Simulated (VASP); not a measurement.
# Ir (Fm-3m) in VASP: notebook

Ir is run at these levels: LDA; tasks: single point.

Everything below comes from runs of VASP 6.6.1. Logs are shortened: lines on timing, memory, paths and dates and some standing lists are left out, and cuts for length are marked.

## (1) The cell of the first run

It takes space group Fm-3m (No. 225, cubic). Conventional cell: a = 3.653 Å, b = 3.653 Å, c = 3.653 Å, α = 90.00°, β = 90.00°, γ = 90.00°. Ir (site symmetry m-3m) has 12 Ir at 2.58 Å within 3.4 Å.

## (2) Single point, LDA (volume scaled by 0.88)

Contents of INCAR:

```
SYSTEM = Ir
ALGO = Normal ; EDIFF = 1E-7
ENCUT = 520 ; ISIF = 2
ISMEAR = -1 ; LASPH = .True.
LCHARG = .False. ; LREAL = .False.
LWAVE = .False. ; NBANDS = 10
NELM = 80 ; PREC = Accurate
SIGMA = 0.08
```

Contents of KPOINTS:

```
k-points
0
Gamma
  19 19 19
  0 0 0
```

Contents of POSCAR:

```
Ir
1.0
    0.0000000000      1.8264282417      1.8264282417
    1.8264282417      0.0000000000      1.8264282417
    1.8264282417      1.8264282417      0.0000000000
Ir
1
Direct
    0.0000000000      0.0000000000      0.0000000000
```

Potentials or basis: VASP PAW LDA potentials, release 64 (Ir).

The run is started by

```console
> cat potpaw_LDA.64/Ir/POTCAR > POTCAR
> mpirun -np 1 vasp_std > vasp.out
```

OUTCAR:

```text
SYSTEM = Ir
   EDIFF = 1E-7
   ENCUT = 520
   ISIF = 2
   ISMEAR = -1
   LASPH = .True.
   LREAL = .False.
   NELM = 80
   PREC = Accurate

 ion  position               nearest neighbor table
   1  0.000  0.000  0.000-

  LATTYP: Found a face centered cubic cell.
 ALAT       =     3.6528564834

  Lattice vectors:

 A1 = (   0.0000000000,   1.8264282417,   1.8264282417)
 A2 = (   1.8264282417,   0.0000000000,   1.8264282417)
 A3 = (   1.8264282417,   1.8264282417,   0.0000000000)

Analysis of symmetry for initial positions (statically):
=====================================================================
 Subroutine PRICEL returns:
 Original cell was already a primitive cell.

 Routine SETGRP: Setting up the symmetry group for a
 face centered cubic supercell.

 Subroutine GETGRP returns: Found 48 space group operations
[... 9 lines left out ...]

 Routine SETGRP: Setting up the symmetry group for a
 face centered cubic supercell.

 Subroutine GETGRP returns: Found 48 space group operations
[... 11 lines left out ...]
                                     Primitive cell

  volume of cell :      12.1853

  direct lattice vectors                    reciprocal lattice vectors
     0.000000000  1.826428242  1.826428242    -0.273758360  0.273758360  0.273758360
     1.826428242  0.000000000  1.826428242     0.273758360 -0.273758360  0.273758360
     1.826428242  1.826428242  0.000000000     0.273758360  0.273758360 -0.273758360

  length of vectors
     2.582959590  2.582959590  2.582959590     0.474163388  0.474163388  0.474163388

  position of ions in fractional coordinates (direct lattice)
     0.000000000  0.000000000  0.000000000

  ion indices of the primitive-cell ions
   primitive index   ion index
                 1           1

----------------------------------------------------------------------------------------

 KPOINTS: k-points

Automatic generation of k-mesh.
 Grid dimensions read from file:
 generate k-points for:   19   19   19

 Generating k-lattice:

  Cartesian coordinates                     Fractional coordinates (reciprocal lattice)
    -0.014408335  0.014408335  0.014408335     0.052631579  0.000000000  0.000000000
     0.014408335 -0.014408335  0.014408335     0.000000000  0.052631579  0.000000000
     0.014408335  0.014408335 -0.014408335     0.000000000  0.000000000  0.052631579

  Length of vectors
     0.024955968  0.024955968  0.024955968

  Shift w.r.t. Gamma in fractional coordinates (k-lattice)
     0.000000000  0.000000000  0.000000000

 Subroutine IBZKPT returns following result:
 ===========================================

 Found    220 irreducible k-points:

 Following reciprocal coordinates:
            Coordinates               Weight
  0.000000  0.000000  0.000000      1.000000
  0.052632  0.000000  0.000000      8.000000
  0.105263  0.000000  0.000000      8.000000
  0.157895  0.000000  0.000000      8.000000
  0.210526  0.000000  0.000000      8.000000
  0.263158  0.000000  0.000000      8.000000
[... 16 lines left out ...]
 -0.315789  0.052632  0.000000     24.000000
 -0.263158  0.052632  0.000000     24.000000
 [... further k-points ...]
   k-points           NKPTS =    220   k-points in BZ     NKDIM =    220   number of bands    NBANDS=     10
   number of dos      NEDOS =    301   number of ions     NIONS =      1
   total plane-waves  NPLWV =   8000
   dimension x,y,z NGX =    20 NGY =   20 NGZ =   20
   dimension x,y,z NGXF=    40 NGYF=   40 NGZF=   40
   ions per type =               1
   NGX,Y,Z   is equivalent  to a cutoff of  12.87, 12.87, 12.87 a.u.
   NGXF,Y,Z  is equivalent  to a cutoff of  25.75, 25.75, 25.75 a.u.
 SYSTEM =  Ir
   PREC   = accura    normal or accurate (medium, high low for compatibility)
   ISTART =      0    job   : 0-new  1-cont  2-samecut
   ICHARG =      2    charge: 1-file 2-atom 10-const
   ISPIN  =      1    spin polarized calculation?
   LNONCOLLINEAR =      F non collinear calculations
   LSORBIT =      F    spin-orbit coupling
   LASPH  =      T    aspherical Exc in radial PAW
   ENCUT  =  520.0 eV  38.22 Ry    6.18 a.u.   4.80  4.80  4.80*2*pi/ulx,y,z
   NELM   =     80;   NELMIN=  2; NELMDL= -5     # of ELM steps
   EDIFF  = 0.1E-06   stopping-criterion for ELM
   LREAL  =      F    real-space projection
   EDIFFG = 0.1E-05   stopping-criterion for IOM
   NSW    =      0    number of steps for IOM
   IBRION =     -1    ionic relax: 0-MD 1-quasi-New 2-CG
   NFREE  =      0    steps in history (QN), initial steepest desc. (CG)
   ISIF   =      2    stress and relaxation
   ISYM   =      2    0-nonsym 1-usesym 2-fastsym
   POTIM  = 0.5000    time-step for ionic-motion
   TEBEG  =    0.0;   TEEND  =   0.0 temperature during run
   PSTRESS=    0.0 pullay stress
   NELECT =       9.0000    total number of electrons
   NUPDOWN=      -1.0000    fix difference up-down
   EMIN   =  10.00;   EMAX   =-10.00  energy-range for DOS
   EFERMI =   0.00;   METHOD = LEGACY
   ISMEAR =    -1;   SIGMA  =   0.08  broadening in eV -4-tet -1-fermi 0-gaus
   EFERMI_NEDOS =   21; number of points for ismear=-14 and -15
   IALGO  =     38    algorithm
   IMIX   =      4    mixing-type and parameters
     AMIX     =   0.40;   BMIX     =  1.00
     AMIX_MAG =   1.60;   BMIX_MAG =  1.00
  volume/ion in A,a.u.               =      12.19        82.23
  Fermi-wavevector in a.u.,A,eV,Ry     =   1.479823  2.796460 29.795066  2.189876
  Thomas-Fermi vector in A             =   2.593933
   LORBIT       =      0    0 simple, 1 ext, 2 COOP (PROOUT), +10 PAW based schemes
   GGA     = CA    functional components
   LHFCALC =     F    Hartree Fock is set to
   AEXX    =    0.0000 exact exchange contribution
   IVDW    =     0    specifies the selected vdW correction
   LEPSILON=     F    determine dielectric tensor
   LRPA    =     F    only Hartree local field effects (RPA)
 non-spin polarized calculation
  energy-cutoff  :      520.00
  volume of cell :       12.19
 maximum number of plane-waves:       338
   NGX =  9   NGY =  9   NGZ =  9

 number of electron       9.0000001 magnetization

 Free energy of the ion-electron system (eV)
  ---------------------------------------------------
  ext. energy  EPLUGINS =         0.00000000
  ---------------------------------------------------
  free energy    TOTEN  =        -9.96672317 eV

  energy without entropy =       -9.94761707  energy(sigma->0) =       -9.95717012

 E-fermi :  13.1335     XC(G=0): -15.0139

 val. band max:       13.1079909544   @ k =   0.3158   0.1579   0.0526
 cond. band min:      13.1342239847   @ k =   0.4737   0.3684   0.0000
 fundamental gap:      0.0262330303
 Fermi energy:        13.1334911513

 k-point     1 :       0.0000    0.0000    0.0000
  band No.  band energies     occupation
      1       0.3700      2.00000
      2       8.2382      2.00000
      3       8.2382      2.00000
      4       8.2382      2.00000
      5      11.6810      2.00000
      6      11.6810      2.00000
      7      27.0616      0.00000
      8      33.5368      0.00000
      9      33.5368      0.00000
     10      33.5368      0.00000

 k-point     2 :       0.0526    0.0000    0.0000
  band No.  band energies     occupation
      1       0.5163      2.00000
      2       8.1524      2.00000
      3       8.3051      2.00000
      4       8.3051      2.00000
      5      11.6314      2.00000
      6      11.6314      2.00000
      7      27.3316      0.00000
      8      32.8152      0.00000
      9      33.7917      0.00000
     10      33.7917      0.00000

 k-point     3 :       0.1053    0.0000    0.0000
  band No.  band energies     occupation
      1       0.9385      2.00000
      2       7.9324      2.00000
      3       8.4834      2.00000
      4       8.4834      2.00000
      5      11.5170      2.00000
      6      11.5170      2.00000
      7      28.0787      0.00000
      8      31.4041      0.00000
      9      34.5359      0.00000
     10      34.5359      0.00000

 k-point     4 :       0.1579    0.0000    0.0000
  band No.  band energies     occupation
      1       1.5795      2.00000
      2       7.6821      2.00000
      3       8.6964      2.00000
      4       8.6964      2.00000
      5      11.4435      2.00000
      6      11.4435      2.00000
      7      28.9358      0.00000
      8      30.1583      0.00000
      9      35.7123      0.00000
     10      35.7123      0.00000

 k-point     5 :       0.2105    0.0000    0.0000
  band No.  band energies     occupation
      1       2.3191      2.00000
      2       7.5672      2.00000
      3       8.8143      2.00000
      4       8.8143      2.00000
      5      11.5695      2.00000
      6      11.5695      2.00000
      7      28.2073      0.00000
      8      30.6033      0.00000
      9      37.2358      0.00000
     10      37.2358      0.00000

 k-point     6 :       0.2632    0.0000    0.0000
  band No.  band energies     occupation
      1       2.9547      2.00000
      2       7.8118      2.00000
      3       8.7543      2.00000
      4       8.7543      2.00000
      5      11.9896      2.00000
      6      11.9896      2.00000
      7      26.9710      0.00000
      8      30.9243      0.00000
      9      38.9396      0.00000
     10      38.9837      0.00000
[... 183 lines left out ...]
 k-point    21 :      -0.4211    0.0526    0.0000
  band No.  band energies     occupation
      1       3.4682      2.00000
      2       8.0523      2.00000
      3       8.2467      2.00000
      4      11.0152      2.00000
      5      13.8620      0.00022
      6      14.8051      0.00000
      7      22.8002      0.00000
      8      27.2600      0.00000
      9      34.1109      0.00000
     10      35.0517      0.00000

 k-point    22 :      -0.3684    0.0526    0.0000
  band No.  band energies     occupation
      1       3.5127      2.00000
      2       8.2177      2.00000
      3       8.3794      2.00000
      4       9.9156      2.00000
      5      13.1905      0.65787
      6      14.2522      0.00000
      7      24.1428      0.00000
      8      28.1327      0.00000
      9      34.9572      0.00000
     10      36.5473      0.00000

 k-point    23 :      -0.3158    0.0526    0.0000
  band No.  band energies     occupation
      1       3.4860      2.00000
      2       8.4167      2.00000
      3       8.5784      2.00000
      4       8.7473      2.00000
      5      12.4152      1.99975
      6      13.5384      0.01260
      7      25.5076      0.00000
      8      29.5241      0.00000
      9      36.2215      0.00000
     10      38.5439      0.00000

 k-point    24 :      -0.2632    0.0526    0.0000
  band No.  band energies     occupation
      1       3.2387      2.00000
      2       7.8206      2.00000
      3       8.6843      2.00000
      4       8.7913      2.00000
      5      11.6912      2.00000
      6      12.8099      1.96557
      7      26.7564      0.00000
      8      30.8356      0.00000
      9      37.4087      0.00000
     10      37.9173      0.00000

 [... further k-points ...]

------------------------ aborting loop because EDIFF is reached ----------------------------------------

  FORCE on cell =-STRESS in cart. coord.  units (eV):
  Direction    XX          YY          ZZ          XY          YZ          ZX
  --------------------------------------------------------------------------------------
  -------------------------------------------------------------------------------------
  Total        5.7622968      5.7622968      5.7622968      0.0000000     -0.0000000      0.0000000
  in kB      757.6495431    757.6495431    757.6495431      0.0000000     -0.0000000      0.0000000
  external PRESSURE =     757.6495431 kB  Pullay stress =       0.0000000 kB

 VOLUME and BASIS-vectors are now :
 -----------------------------------------------------------------------------
  energy-cutoff  :      520.00
  volume of cell :       12.19
      direct lattice vectors                 reciprocal lattice vectors
     0.000000000  1.826428242  1.826428242    -0.273758360  0.273758360  0.273758360
     1.826428242  0.000000000  1.826428242     0.273758360 -0.273758360  0.273758360
     1.826428242  1.826428242  0.000000000     0.273758360  0.273758360 -0.273758360

 POSITION                                       TOTAL-FORCE (eV/Angst)
 -----------------------------------------------------------------------------------
      0.00000      0.00000      0.00000         0.000000     -0.000000     -0.000000
 -----------------------------------------------------------------------------------
    total drift:                                0.000000      0.000000      0.000000

  FREE ENERGIE OF THE ION-ELECTRON SYSTEM (eV)
  ---------------------------------------------------
  free  energy   TOTEN  =        -9.9667231657 eV

  energy  without entropy=       -9.9476170689  energy(sigma->0) =       -9.95717012
```

It took 9.6 s on 1 thread of Intel Xeon 6975P-C (Granite Rapids), shared host; peak memory 0.14 GiB.

What came out:

```
Free energy : -9.9667 eV
Pressure    : 75.8 GPa
```

Levels at points of the mesh, in eV from the Fermi level:
| k point | band 2 | band 3 | band 4 | band 5 | band 6 | band 7 |
| --- | --- | --- | --- | --- | --- | --- |
| (0.00, 0.00, 0.00) | -4.90 | -4.90 | -4.90 | -1.45 | -1.45 | 13.93 |

Caveat: spin-orbit coupling is left out, which moves the levels of the heavy elements.

## (3) Single point, LDA (volume scaled by 0.88)

Contents of INCAR:

```
SYSTEM = Ir
  PREC = Accurate
  ENCUT = 520
  EDIFF = 1E-6
  ISMEAR = -1
  SIGMA = 0.08
  LREAL = .False.
  LASPH = .True.
  NELM = 60
  ALGO = Normal
  ISIF = 2
  LWAVE = .False.
  LCHARG = .True.
  GGA = CA
  LELF = .True.
  LVHAR = .True.
  NBANDS = 10
```

Contents of KPOINTS:

```
regular mesh
0
Gamma
  19 19 19
  0 0 0
```

POSCAR is that of step 2.

Potentials or basis: VASP PAW LDA potentials, release 64 (Ir).

The run is started by

```console
> cat potpaw_LDA.64/Ir/POTCAR > POTCAR
> mpirun -np 1 vasp_std > vasp.out
```

It took 12 s on 1 thread of Intel Xeon 6975P-C (Granite Rapids), shared host; peak memory 0.14 GiB.

The run converged. Its results:

```yaml
Free_energy: -9.9667 eV
Pressure: 75.8 GPa
```

Levels at points of the mesh, in eV from the Fermi level:
```
           k point  band 2  band 3  band 4  band 5  band 6  band 7
(0.00, 0.00, 0.00)   -4.90   -4.90   -4.90   -1.45   -1.45   13.93
```

Caveat: spin-orbit coupling is left out, which moves the levels of the heavy elements.
